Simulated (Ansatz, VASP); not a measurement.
# In in VASP and in Ansatz

The input INCAR:

```
SYSTEM = In
PREC = Accurate
ENCUT = 520
EDIFF = 1E-7
ISMEAR = 0
SIGMA = 0.15
LREAL = .False.
LASPH = .True.
NELM = 60
ALGO = Fast
ISIF = 2
LWAVE = .False.
LCHARG = .True.
GGA = CA
LELF = .True.
LVHAR = .True.
NBANDS = 12
```

File KPOINTS:

```
Automatic mesh
0
Gamma
  22 22 22
  0 0 0
```

The input POSCAR:

```
In
1.0
   -1.5128671783      1.5128671783      2.5747486507
    1.5128671783     -1.5128671783      2.5747486507
    1.5128671783      1.5128671783     -2.5747486507
In
1
Direct
    0.0000000000      0.0000000000      0.0000000000
```

Input for Ansatz:

```yaml
crystal:
  lattice:
    - [-1.5128671783, 1.5128671783, 2.5747486507]
    - [1.5128671783, -1.5128671783, 2.5747486507]
    - [1.5128671783, 1.5128671783, -2.5747486507]
  atoms:
    - { symbol: In, position: [0.0, 0.0, 0.0] }
basis:
  ecutwfc: 420
kpoints:
  mp_grid: { grid: [22, 22, 22] }
hamiltonian:
  xc: lda
  pseudopotentials: { kind: paw }
scf:
  occupations: { method: gaussian, width: 0.15 }
output:
  forces: true
  stress: true
  eigenvalues: true
  write_density: true
  write_potential: true
  elf: true
  volumetric_format: npy
```

Alike in both runs: task single point; functional LDA; k mesh 22 × 22 × 22; occupations gaussian, width 0.15 eV; no spin polarisation.

|  | VASP | Ansatz |
| --- | --- | --- |
| version | VASP 6.6.1 | Ansatz 0.2.0 |
| potentials or method | VASP PAW LDA potentials, release 64 (In_d), cutoff 520 eV | scalar-relativistic, plane waves, PAW |
| valence electrons in the cell | 13 | 13 |

Ansatz gave:

```
gap on the k mesh at the Fermi level (eV)                     : none
pressure (GPa)                                                : 2.6
traceless stress, the component that is largest in VASP (GPa) : -1.45
```

**Question.** Estimate VASP's values.

**Answer.** gap on the k mesh at the Fermi level (eV): none; pressure (GPa): 2.8; traceless stress, the component that is largest in VASP (GPa): -1.47.

LDA's correlation is that of Perdew and Zunger in VASP and of Perdew and Wang (1992) in Ansatz. A gap of «none» marks a metal or a gap that the smearing closes.
